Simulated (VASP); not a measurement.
Ba2Au3:

```xyz
5
Lattice="5.2684 0.0000 0.0000 0.0000 5.2684 0.0000 0.0000 0.0000 5.2684" Properties=species:S:1:pos:R:3 pbc="T T T"
Ba    2.6342    2.6342    2.6342
Ba    0.0000    0.0000    0.0000
Au    0.0000    2.6342    2.6342
Au    2.6342    0.0000    2.6342
Au    2.6342    2.6342    0.0000
```

The cell was generated, and may not be a known phase.

- Program: VASP 6.6.1
- Task: relaxation of cell and atoms
- Functional: PBE
- Potentials or basis: VASP PAW PBE potentials, release 64 (Ba_sv, Au)
- Cutoff: 600 eV
- k mesh: 4 × 4 × 4
- Occupations: gaussian, width 0.1 eV
- Spin: no spin polarisation

At the start: pressure 19.4 GPa; volume 29.25 Å³/atom.

Question: How do energy, volume and symmetry change on relaxing?

Answer: Over 4 steps the energy falls by 562.7 meV/atom and the volume is 42.88 Å³/atom (+46.6 %); space group Pm-3m (No. 221, to 0.1 Å) before and after.

The path:
```csv
step,energy change (eV),largest force (eV/Å),pressure (GPa),volume (Å³)
1,0.0000,0.0000,19.39,146.23
2,-2.7093,0.0000,-1.46,234.67
3,-2.8093,0.0000,0.37,210.05
4,-2.8135,0.0000,-0.05,214.42
```

Final structure:
```
Ba Au
1.0
     5.98538    0.00000    0.00000
     0.00000    5.98538    0.00000
     0.00000    0.00000    5.98538
Ba Au
2 3
Direct
  0.50000 0.50000 0.50000
  0.00000 0.00000 0.00000
  0.00000 0.50000 0.50000
  0.50000 0.00000 0.50000
  0.50000 0.50000 0.00000
```

Caveat: the volume moved by over 15 % at a fixed basis, so the end points are rough.
